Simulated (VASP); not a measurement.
# AlP (F-43m) in VASP: relaxation of cell and atoms with LDA

Aim: the relaxation of cell and atoms of AlP with LDA.

Everything below comes from runs of VASP 6.6.1. Logs are shortened: lines on timing, memory, paths and dates and some standing lists are left out, and cuts for length are marked.

## Step 1: The cell of the first run

It takes space group F-43m (No. 216, cubic). Conventional cell: a = 5.451 Å, b = 5.451 Å, c = 5.451 Å, α = 90.00°, β = 90.00°, γ = 90.00°. Within 3.1 Å of Al (site symmetry -43m) lie 4 P at 2.36 Å. P (site symmetry -43m) has 4 Al at 2.36 Å within 3.1 Å.

## Step 2: Relaxation of cell and atoms, LDA

Contents of INCAR:

```
  ALGO = Normal
  EDIFF = 1E-7
  EDIFFG = -0.002
  ENCUT = 500
  GGA_COMPAT = False
  IBRION = 2
  ISIF = 3
  ISMEAR = -1
  LASPH = True
  LCHARG = False
  LREAL = False
  LWAVE = False
  NELM = 120
  NELMIN = 4
  NSW = 100
  PREC = Accurate
  SIGMA = 0.05
```

Contents of KPOINTS:

```
k-points
0
Gamma
  14 14 14
```

Contents of POSCAR:

```
AlP
1.0
    0.0000000000      2.7255000000      2.7255000000
    2.7255000000      0.0000000000      2.7255000000
    2.7255000000      2.7255000000      0.0000000000
Al P
1 1
Direct
    0.0000000000      0.0000000000      0.0000000000
    0.7500000000      0.7500000000      0.7500000000
```

Potentials or basis: VASP PAW LDA potentials, release 64 (Al, P).

Launch:

```
cat potpaw_LDA.64/Al/POTCAR potpaw_LDA.64/P/POTCAR > POTCAR
mpirun -np 1 vasp_std > vasp.out
```

OUTCAR:

```text
EDIFF = 1E-7
   EDIFFG = -0.002
   ENCUT = 500
   IBRION = 2
   ISIF = 3
   ISMEAR = -1
   LASPH = True
   LREAL = False
   NELM = 120
   NELMIN = 4
   NSW = 100
   PREC = Accurate

 ion  position               nearest neighbor table
   1  0.000  0.000  0.000-   2 2.36   2 2.36   2 2.36   2 2.36
   2  0.750  0.750  0.750-   1 2.36   1 2.36   1 2.36   1 2.36

  LATTYP: Found a face centered cubic cell.
 ALAT       =     5.4510000000

  Lattice vectors:

 A1 = (   0.0000000000,   2.7255000000,   2.7255000000)
 A2 = (   2.7255000000,   0.0000000000,   2.7255000000)
 A3 = (   2.7255000000,   2.7255000000,   0.0000000000)

Analysis of symmetry for initial positions (statically):
=====================================================================
 Subroutine PRICEL returns:
 Original cell was already a primitive cell.

 Routine SETGRP: Setting up the symmetry group for a
 face centered cubic supercell.

 Subroutine GETGRP returns: Found 24 space group operations
 (whereof 24 operations were pure point group operations)
 out of a pool of 48 trial point group operations.

The static configuration has the point symmetry T_d .

Analysis of symmetry for dynamics (positions and initial velocities):
=====================================================================
 Subroutine PRICEL returns:
 Original cell was already a primitive cell.

 Routine SETGRP: Setting up the symmetry group for a
 face centered cubic supercell.

 Subroutine GETGRP returns: Found 24 space group operations
 (whereof 24 operations were pure point group operations)
 out of a pool of 48 trial point group operations.

The dynamic configuration has the point symmetry T_d .

 Subroutine INISYM returns: Found 24 space group operations
 (whereof 24 operations are pure point group operations),
 and found     1 'primitive' translations

----------------------------------------------------------------------------------------

                                     Primitive cell

  volume of cell :      40.4919

  direct lattice vectors                    reciprocal lattice vectors
     0.000000000  2.725500000  2.725500000    -0.183452578  0.183452578  0.183452578
     2.725500000  0.000000000  2.725500000     0.183452578 -0.183452578  0.183452578
[... 91 lines left out ...]
   ISIF   =      3    stress and relaxation
   ISYM   =      2    0-nonsym 1-usesym 2-fastsym
   POTIM  = 0.5000    time-step for ionic-motion
   TEBEG  =    0.0;   TEEND  =   0.0 temperature during run
   PSTRESS=    0.0 pullay stress
   NELECT =       8.0000    total number of electrons
   NUPDOWN=      -1.0000    fix difference up-down
   EMIN   =  10.00;   EMAX   =-10.00  energy-range for DOS
   EFERMI =   0.00;   METHOD = LEGACY
   ISMEAR =    -1;   SIGMA  =   0.05  broadening in eV -4-tet -1-fermi 0-gaus
   EFERMI_NEDOS =   21; number of points for ismear=-14 and -15
   IALGO  =     38    algorithm
   IMIX   =      4    mixing-type and parameters
     AMIX     =   0.40;   BMIX     =  1.00
     AMIX_MAG =   1.60;   BMIX_MAG =  1.00
  volume/ion in A,a.u.               =      20.25       136.63
  Fermi-wavevector in a.u.,A,eV,Ry     =   0.953488  1.801831 12.369596  0.909140
  Thomas-Fermi vector in A             =   2.082148
   LORBIT       =      0    0 simple, 1 ext, 2 COOP (PROOUT), +10 PAW based schemes
   GGA     = CA    functional components
   LHFCALC =     F    Hartree Fock is set to
   AEXX    =    0.0000 exact exchange contribution
   IVDW    =     0    specifies the selected vdW correction
   LEPSILON=     F    determine dielectric tensor
   LRPA    =     F    only Hartree local field effects (RPA)
 conjugate gradient relaxation of ions
 non-spin polarized calculation
  energy-cutoff  :      500.00
  volume of cell :       40.49
 maximum number of plane-waves:      1056
   NGX = 13   NGY = 13   NGZ = 13

--------------------------------------- Ionic step        1  -------------------------------------------

 number of electron       8.0000000 magnetization

 Free energy of the ion-electron system (eV)
  ---------------------------------------------------
  ext. energy  EPLUGINS =         0.00000000
  ---------------------------------------------------
  free energy    TOTEN  =       -11.41256383 eV

  energy without entropy =      -11.41256383  energy(sigma->0) =      -11.41256383

------------------------ aborting loop because EDIFF is reached ----------------------------------------

  FORCE on cell =-STRESS in cart. coord.  units (eV):
  Direction    XX          YY          ZZ          XY          YZ          ZX
  --------------------------------------------------------------------------------------
  -------------------------------------------------------------------------------------
  Total       -0.1997554     -0.1997554     -0.1997554      0.0000000      0.0000000      0.0000000
  in kB       -7.9038858     -7.9038858     -7.9038858      0.0000000      0.0000000      0.0000000
  external PRESSURE =      -7.9038858 kB  Pullay stress =       0.0000000 kB
[... 59 lines left out ...]
--------------------------------------- Ionic step        3  -------------------------------------------

 number of electron       8.0000000 magnetization

 Free energy of the ion-electron system (eV)
  ---------------------------------------------------
  ext. energy  EPLUGINS =         0.00000000
  ---------------------------------------------------
  free energy    TOTEN  =       -11.41345286 eV

  energy without entropy =      -11.41345285  energy(sigma->0) =      -11.41345285

 E-fermi :   5.3230     XC(G=0):  -9.5017

 val. band max:        4.5775566263   @ k =   0.0000   0.0000   0.0000
 cond. band min:       5.9933028563   @ k =   0.5000   0.5000   0.0000
 fundamental gap:      1.4157462300
 Fermi energy:         5.3230476043

 k-point     1 :       0.0000    0.0000    0.0000
  band No.  band energies     occupation
      1      -7.0075      2.00000
      2       4.5776      2.00000
      3       4.5776      2.00000
      4       4.5776      2.00000
      5       7.8147      0.00000
      6       9.0698      0.00000
      7       9.0698      0.00000
      8       9.0698      0.00000
[... 243 lines left out ...]
 k-point    24 :       0.2857    0.1429    0.0000
  band No.  band energies     occupation
      1      -6.2000      2.00000
      2       1.4691      2.00000
      3       3.5522      2.00000
      4       3.5608      2.00000
      5       8.0706      0.00000
      6       9.4256      0.00000
      7      10.1981      0.00000
      8      10.6920      0.00000

 [... further k-points ...]
[... 5 lines left out ...]
  --------------------------------------------------------------------------------------
  -------------------------------------------------------------------------------------
  Total       -0.0005582     -0.0005582     -0.0005582      0.0000000      0.0000000      0.0000000
  in kB       -0.0222845     -0.0222845     -0.0222845      0.0000000      0.0000000      0.0000000
  external PRESSURE =      -0.0222845 kB  Pullay stress =       0.0000000 kB
[... 17 lines left out ...]
  FREE ENERGIE OF THE ION-ELECTRON SYSTEM (eV)
  ---------------------------------------------------
  free  energy   TOTEN  =       -11.4134528560 eV

  energy  without entropy=      -11.4134528493  energy(sigma->0) =      -11.41345285

 reached required accuracy - stopping structural energy minimisation
```

CONTCAR:

```text
AlP
   1.00000000000000
     0.0000000000000000    2.7174363785396540    2.7174363785396540
     2.7174363785396540    0.0000000000000000    2.7174363785396540
     2.7174363785396540    2.7174363785396540    0.0000000000000000
  Al              P
     1     1
Direct
     0.0000000000000000    0.0000000000000000    0.0000000000000000
     0.7500000000000000    0.7500000000000000    0.7500000000000000

  0.00000000E+00  0.00000000E+00  0.00000000E+00
  0.00000000E+00  0.00000000E+00  0.00000000E+00
```

Run time: 41 s. Hardware: 1 thread of Intel Xeon 6975P-C, shared host; peak memory 0.16 GiB.

What came out:

* Free energy: -11.4135 eV
* Relaxed volume: 20.07 Å³/atom
* Relaxed cell: a = 3.843 Å, b = 3.843 Å, c = 3.843 Å, α = 60.00°, β = 60.00°, γ = 60.00°
* Space group after relaxing (to 0.05 Å): F-43m (No. 216)
* Energy gained by relaxing: 0.4 meV/atom
* Ionic steps: 3
* Pressure after relaxing: 0.0 GPa
* Band gap on the k mesh: 1.42 eV, indirect (least direct gap 3.24 eV)

The path:
| step | energy change (eV) | largest force (eV/Å) | pressure (GPa) | volume (Å³) |
| --- | --- | --- | --- | --- |
| 1 | 0.0000 | 0.0000 | -0.79 | 40.49 |
| 2 | -0.0005 | 0.0000 | 0.51 | 39.91 |
| 3 | -0.0009 | 0.0000 | 0.00 | 40.13 |

Final structure:
```yaml
crystal:
  lattice:
    - [0.00000, 2.71744, 2.71744]
    - [2.71744, 0.00000, 2.71744]
    - [2.71744, 2.71744, 0.00000]
  atoms:
    - { symbol: Al, position: [0.00000, 0.00000, 0.00000] }
    - { symbol: P, position: [0.75000, 0.75000, 0.75000] }
```

A k mesh can miss the band edges. Expect the measured gap to be larger: semilocal functionals such as LDA lack the derivative discontinuity.
